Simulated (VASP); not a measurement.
# GaP (R-3m) in VASP: a series of runs

The runs below take GaP through single point, with PBE.

Program: VASP 6.6.1. These are calculated values, not measurements. Logs are shortened: lines on timing, memory, paths and dates and some standing lists are left out, and cuts for length are marked.

### Step 1. The cell of the first run

Symmetry: R-3m, No. 166, trigonal system. The conventional cell has a = 3.885 Å, b = 3.885 Å, c = 19.305 Å, α = 90.00°, β = 90.00°, γ = 120.00°. Ga (site symmetry 3m) has 3 P at 2.40 Å and 1 Ga at 2.49 Å within 3.2 Å. P (site symmetry 3m) has 1 P at 2.22 Å and 3 Ga at 2.40 Å within 2.9 Å.

### Step 2. Single point, PBE

The input, INCAR:

```
SYSTEM = GaP
PREC     = Accurate       ! precision mode
ENCUT    = 500            ! plane-wave cutoff, eV
EDIFF    = 1E-6           ! SCF threshold, eV
ISMEAR   = -1             ! smearing method
SIGMA    = 0.02           ! smearing width, eV
LREAL    = .False.        ! projectors in reciprocal space
LASPH    = .True.         ! aspherical terms in the spheres
NELM     = 120            ! most SCF steps
ALGO     = Normal         ! electronic algorithm
ISIF     = 2              ! what is computed and relaxed
LWAVE    = .False.        ! write WAVECAR
LCHARG   = .True.         ! write CHGCAR
GGA      = PE             ! functional
LELF     = .True.         ! ELF
LVHAR    = .True.       
NBANDS   = 26             ! bands
GGA_COMPAT= .False.
```

The input, KPOINTS:

```
regular mesh
0
Gamma
  12 12 12
  0 0 0
```

The input, POSCAR:

```
GaP
1.0
    1.9422824113      1.1213772730      6.4350460511
   -1.9422824113      1.1213772730      6.4350460511
    0.0000000000     -2.2427545460      6.4350460511
Ga P
2 2
Direct
    0.4355849421      0.4355849421      0.4355849421
    0.5644150579      0.5644150579      0.5644150579
    0.0575054039      0.0575054039      0.0575054039
    0.9424945961      0.9424945961      0.9424945961
```

Potentials or basis: VASP PAW PBE potentials, release 64 (Ga_d, P).

Started as:

```sh
cat potpaw_PBE.64/Ga_d/POTCAR potpaw_PBE.64/P/POTCAR > POTCAR
mpirun -np 1 vasp_std > vasp.out
```

OUTCAR:

```text
SYSTEM = GaP
   PREC = Accurate
   ENCUT = 500
   EDIFF = 1E-6
   ISMEAR = -1
   LREAL = .False.
   LASPH = .True.
   NELM = 120
   ISIF = 2
   GGA = PE

 ion  position               nearest neighbor table
   1  0.436  0.436  0.436-   3 2.40   3 2.40   3 2.40   2 2.49
   2  0.564  0.564  0.564-   4 2.40   4 2.40   4 2.40   1 2.49
   3  0.058  0.058  0.058-   4 2.22   1 2.40   1 2.40   1 2.40
   4  0.942  0.942  0.942-   3 2.22   2 2.40   2 2.40   2 2.40

  LATTYP: Found a trigonal (rhomboedric) cell.
 ALAT       =     6.8146728192
 COS(alpha) =     0.8375331609

  Lattice vectors:

 A1 = (   1.9422824113,   1.1213772730,   6.4350460511)
 A2 = (  -1.9422824113,   1.1213772730,   6.4350460511)
 A3 = (   0.0000000000,  -2.2427545460,   6.4350460511)

Analysis of symmetry for initial positions (statically):
=====================================================================
 Subroutine PRICEL returns:
 Original cell was already a primitive cell.

 Routine SETGRP: Setting up the symmetry group for a
 trigonal (rhombohedral) supercell.

 Subroutine GETGRP returns: Found 12 space group operations
 (whereof 12 operations were pure point group operations)
 out of a pool of 12 trial point group operations.

The static configuration has the point symmetry D_3d.

Analysis of symmetry for dynamics (positions and initial velocities):
=====================================================================
 Subroutine PRICEL returns:
 Original cell was already a primitive cell.

 Routine SETGRP: Setting up the symmetry group for a
 trigonal (rhombohedral) supercell.

 Subroutine GETGRP returns: Found 12 space group operations
 (whereof 12 operations were pure point group operations)
 out of a pool of 12 trial point group operations.

The dynamic configuration has the point symmetry D_3d.

 Subroutine INISYM returns: Found 12 space group operations
 (whereof 12 operations are pure point group operations),
 and found     1 'primitive' translations

----------------------------------------------------------------------------------------

                                     Primitive cell

  volume of cell :      84.0944

  direct lattice vectors                    reciprocal lattice vectors
     1.942282411  1.121377273  6.435046051     0.257429093  0.148626756  0.051799681
    -1.942282411  1.121377273  6.435046051    -0.257429093  0.148626756  0.051799681
     0.000000000 -2.242754546  6.435046051     0.000000000 -0.297253513  0.051799681

  length of vectors
     6.814672819  6.814672819  6.814672819     0.301733090  0.301733090  0.301733090

  position of ions in fractional coordinates (direct lattice)
     0.435584942  0.435584942  0.435584942
     0.564415058  0.564415058  0.564415058
     0.057505404  0.057505404  0.057505404
     0.942494596  0.942494596  0.942494596

  ion indices of the primitive-cell ions
   primitive index   ion index
                 1           1
                 2           2
                 3           3
                 4           4

----------------------------------------------------------------------------------------

 KPOINTS: regular mesh

Automatic generation of k-mesh.
 Grid dimensions read from file:
 generate k-points for:   12   12   12

 Generating k-lattice:

  Cartesian coordinates                     Fractional coordinates (reciprocal lattice)
     0.021452424  0.012385563  0.004316640     0.083333333  0.000000000 -0.000000000
    -0.021452424  0.012385563  0.004316640     0.000000000  0.083333333 -0.000000000
     0.000000000 -0.024771126  0.004316640    -0.000000000 -0.000000000  0.083333333

  Length of vectors
     0.025144424  0.025144424  0.025144424

  Shift w.r.t. Gamma in fractional coordinates (k-lattice)
     0.000000000  0.000000000  0.000000000

 Subroutine IBZKPT returns following result:
 ===========================================

 Found    189 irreducible k-points:

 Following reciprocal coordinates:
            Coordinates               Weight
  0.000000  0.000000  0.000000      1.000000
  0.083333 -0.000000 -0.000000      6.000000
  0.166667  0.000000 -0.000000      6.000000
  0.250000  0.000000 -0.000000      6.000000
  0.333333 -0.000000 -0.000000      6.000000
  0.416667  0.000000  0.000000      6.000000
[... 16 lines left out ...]
  0.500000  0.166667 -0.000000     12.000000
 -0.416667  0.166667 -0.000000     12.000000
 [... further k-points ...]
   k-points           NKPTS =    189   k-points in BZ     NKDIM =    189   number of bands    NBANDS=     26
   number of dos      NEDOS =    301   number of ions     NIONS =      4
   total plane-waves  NPLWV = 125000
   dimension x,y,z NGX =    50 NGY =   50 NGZ =   50
   dimension x,y,z NGXF=   100 NGYF=  100 NGZF=  100
   ions per type =               2   2
   NGX,Y,Z   is equivalent  to a cutoff of  12.20, 12.20, 12.20 a.u.
   NGXF,Y,Z  is equivalent  to a cutoff of  24.40, 24.40, 24.40 a.u.
 SYSTEM =  GaP
   PREC   = accura    normal or accurate (medium, high low for compatibility)
   ISTART =      0    job   : 0-new  1-cont  2-samecut
   ICHARG =      2    charge: 1-file 2-atom 10-const
   ISPIN  =      1    spin polarized calculation?
   LNONCOLLINEAR =      F non collinear calculations
   LSORBIT =      F    spin-orbit coupling
   LASPH  =      T    aspherical Exc in radial PAW
   ENCUT  =  500.0 eV  36.75 Ry    6.06 a.u.  12.42 12.42 12.42*2*pi/ulx,y,z
   NELM   =    120;   NELMIN=  2; NELMDL= -5     # of ELM steps
   EDIFF  = 0.1E-05   stopping-criterion for ELM
   LREAL  =      F    real-space projection
   EDIFFG = 0.1E-04   stopping-criterion for IOM
   NSW    =      0    number of steps for IOM
   IBRION =     -1    ionic relax: 0-MD 1-quasi-New 2-CG
   NFREE  =      0    steps in history (QN), initial steepest desc. (CG)
   ISIF   =      2    stress and relaxation
   ISYM   =      2    0-nonsym 1-usesym 2-fastsym
   POTIM  = 0.5000    time-step for ionic-motion
   TEBEG  =    0.0;   TEEND  =   0.0 temperature during run
   PSTRESS=    0.0 pullay stress
   NELECT =      36.0000    total number of electrons
   NUPDOWN=      -1.0000    fix difference up-down
   EMIN   =  10.00;   EMAX   =-10.00  energy-range for DOS
   EFERMI =   0.00;   METHOD = LEGACY
   ISMEAR =    -1;   SIGMA  =   0.02  broadening in eV -4-tet -1-fermi 0-gaus
   EFERMI_NEDOS =   21; number of points for ismear=-14 and -15
   IALGO  =     38    algorithm
   IMIX   =      4    mixing-type and parameters
     AMIX     =   0.40;   BMIX     =  1.00
     AMIX_MAG =   1.60;   BMIX_MAG =  1.00
  volume/ion in A,a.u.               =      21.02       141.87
  Fermi-wavevector in a.u.,A,eV,Ry     =   1.233824  2.331590 20.712454  1.522322
  Thomas-Fermi vector in A             =   2.368539
   LORBIT       =      0    0 simple, 1 ext, 2 COOP (PROOUT), +10 PAW based schemes
   GGA     = PE    functional components
   LHFCALC =     F    Hartree Fock is set to
   AEXX    =    0.0000 exact exchange contribution
   IVDW    =     0    specifies the selected vdW correction
   LEPSILON=     F    determine dielectric tensor
   LRPA    =     F    only Hartree local field effects (RPA)
 non-spin polarized calculation
  energy-cutoff  :      500.00
  volume of cell :       84.09
 maximum number of plane-waves:      2151
 NGX is ok and might be reduce to    50
   NGX = 25   NGY = 25   NGZ = 25

 number of electron      36.0000000 magnetization

 Free energy of the ion-electron system (eV)
  ---------------------------------------------------
  ext. energy  EPLUGINS =         0.00000000
  ---------------------------------------------------
  free energy    TOTEN  =       -17.73902274 eV

  energy without entropy =      -17.73902274  energy(sigma->0) =      -17.73902274

 E-fermi :   4.9714     XC(G=0):  -9.6681

 val. band max:        4.6160042598   @ k =   0.0000   0.0000   0.0000
 cond. band min:       5.4277119707   @ k =   0.5000   0.5000  -0.0000
 fundamental gap:      0.8117077110
 Fermi energy:         4.9714045686

 k-point     1 :       0.0000    0.0000    0.0000
  band No.  band energies     occupation
      1     -10.1464      2.00000
      2     -10.0181      2.00000
      3     -10.0181      2.00000
      4     -10.0031      2.00000
      5     -10.0031      2.00000
      6      -9.9518      2.00000
[... 18 lines left out ...]
     25       9.0362      0.00000
     26      12.6947      0.00000

 k-point     2 :       0.0833   -0.0000   -0.0000
  band No.  band energies     occupation
      1     -10.1448      2.00000
      2     -10.0266      2.00000
      3     -10.0173      2.00000
      4     -10.0073      2.00000
      5     -10.0002      2.00000
      6      -9.9531      2.00000
[... 18 lines left out ...]
     25       9.2747      0.00000
     26      13.0774      0.00000

 k-point     3 :       0.1667    0.0000   -0.0000
  band No.  band energies     occupation
      1     -10.1409      2.00000
      2     -10.0482      2.00000
      3     -10.0178      2.00000
      4     -10.0154      2.00000
      5      -9.9922      2.00000
      6      -9.9566      2.00000
[... 18 lines left out ...]
     25       9.9224      0.00000
     26      12.2470      0.00000

 k-point     4 :       0.2500    0.0000   -0.0000
  band No.  band energies     occupation
      1     -10.1363      2.00000
      2     -10.0744      2.00000
      3     -10.0301      2.00000
      4     -10.0136      2.00000
      5      -9.9812      2.00000
      6      -9.9617      2.00000
[... 18 lines left out ...]
     25      10.7869      0.00000
     26      11.7647      0.00000

 k-point     5 :       0.3333   -0.0000   -0.0000
  band No.  band energies     occupation
      1     -10.1326      2.00000
      2     -10.0977      2.00000
      3     -10.0403      2.00000
      4     -10.0123      2.00000
      5      -9.9703      2.00000
      6      -9.9669      2.00000
[... 18 lines left out ...]
     25      11.4204      0.00000
     26      11.7279      0.00000

 k-point     6 :       0.4167    0.0000    0.0000
  band No.  band energies     occupation
      1     -10.1303      2.00000
      2     -10.1138      2.00000
      3     -10.0466      2.00000
      4     -10.0117      2.00000
      5      -9.9708      2.00000
      6      -9.9623      2.00000
[... 427 lines left out ...]
 k-point    21 :       0.3333    0.1667   -0.0000
  band No.  band energies     occupation
      1     -10.1328      2.00000
      2     -10.0791      2.00000
      3     -10.0403      2.00000
      4     -10.0111      2.00000
      5      -9.9838      2.00000
      6      -9.9571      2.00000
[... 18 lines left out ...]
     25      10.3732      0.00000
     26      12.1870      0.00000

 k-point    22 :       0.4167    0.1667    0.0000
  band No.  band energies     occupation
      1     -10.1280      2.00000
      2     -10.0982      2.00000
      3     -10.0473      2.00000
      4     -10.0095      2.00000
      5      -9.9831      2.00000
      6      -9.9546      2.00000
[... 18 lines left out ...]
     25      10.2806      0.00000
     26      12.6044      0.00000

 k-point    23 :       0.5000    0.1667   -0.0000
  band No.  band energies     occupation
      1     -10.1242      2.00000
      2     -10.1118      2.00000
      3     -10.0516      2.00000
      4     -10.0092      2.00000
      5      -9.9834      2.00000
      6      -9.9521      2.00000
[... 18 lines left out ...]
     25      11.2058      0.00000
     26      12.5638      0.00000

 k-point    24 :      -0.4167    0.1667   -0.0000
  band No.  band energies     occupation
      1     -10.1256      2.00000
      2     -10.1137      2.00000
      3     -10.0534      2.00000
      4     -10.0094      2.00000
      5      -9.9834      2.00000
      6      -9.9510      2.00000
[... 18 lines left out ...]
     25      11.7333      0.00000
     26      12.4013      0.00000

 [... further k-points ...]

------------------------ aborting loop because EDIFF is reached ----------------------------------------

  FORCE on cell =-STRESS in cart. coord.  units (eV):
  Direction    XX          YY          ZZ          XY          YZ          ZX
  --------------------------------------------------------------------------------------
  -------------------------------------------------------------------------------------
  Total       -0.0043341     -0.0043341     -0.0534484      0.0000000      0.0000000      0.0000000
  in kB       -0.0825743     -0.0825743     -1.0183060      0.0000000      0.0000000      0.0000000
  external PRESSURE =      -0.3944849 kB  Pullay stress =       0.0000000 kB

 VOLUME and BASIS-vectors are now :
 -----------------------------------------------------------------------------
  energy-cutoff  :      500.00
  volume of cell :       84.09
      direct lattice vectors                 reciprocal lattice vectors
     1.942282411  1.121377273  6.435046051     0.257429093  0.148626756  0.051799681
    -1.942282411  1.121377273  6.435046051    -0.257429093  0.148626756  0.051799681
     0.000000000 -2.242754546  6.435046051     0.000000000 -0.297253513  0.051799681

 POSITION                                       TOTAL-FORCE (eV/Angst)
 -----------------------------------------------------------------------------------
      0.00000      0.00000      8.40903         0.000000     -0.000000     -0.000506
      0.00000      0.00000     10.89611         0.000000     -0.000000      0.000506
      0.00000      0.00000      1.11015         0.000000      0.000000     -0.037975
      0.00000      0.00000     18.19499         0.000000     -0.000000      0.037975
 -----------------------------------------------------------------------------------
    total drift:                               -0.000000      0.000000     -0.000000

  FREE ENERGIE OF THE ION-ELECTRON SYSTEM (eV)
  ---------------------------------------------------
  free  energy   TOTEN  =       -17.7390227414 eV

  energy  without entropy=      -17.7390227414  energy(sigma->0) =      -17.73902274
```

Run time: 21 min. Hardware: 1 thread of Intel Xeon 8259CL, shared host; peak memory 0.57 GiB.

What came out:

```yaml
Free_energy: -17.7390 eV
Pressure: 0.0 GPa
Largest_force: 0.038 eV/Å
Band_gap_on_the_k_mesh: 0.81 eV (least direct gap 1.13 eV)
```

Forces in eV/Å, atoms in the order of the input:
```
Ga   0.000  0.000 -0.001
Ga   0.000  0.000  0.001
P    0.000  0.000 -0.038
P    0.000  0.000  0.038
```

A k mesh can miss the band edges.

[end of part 1 of 2]
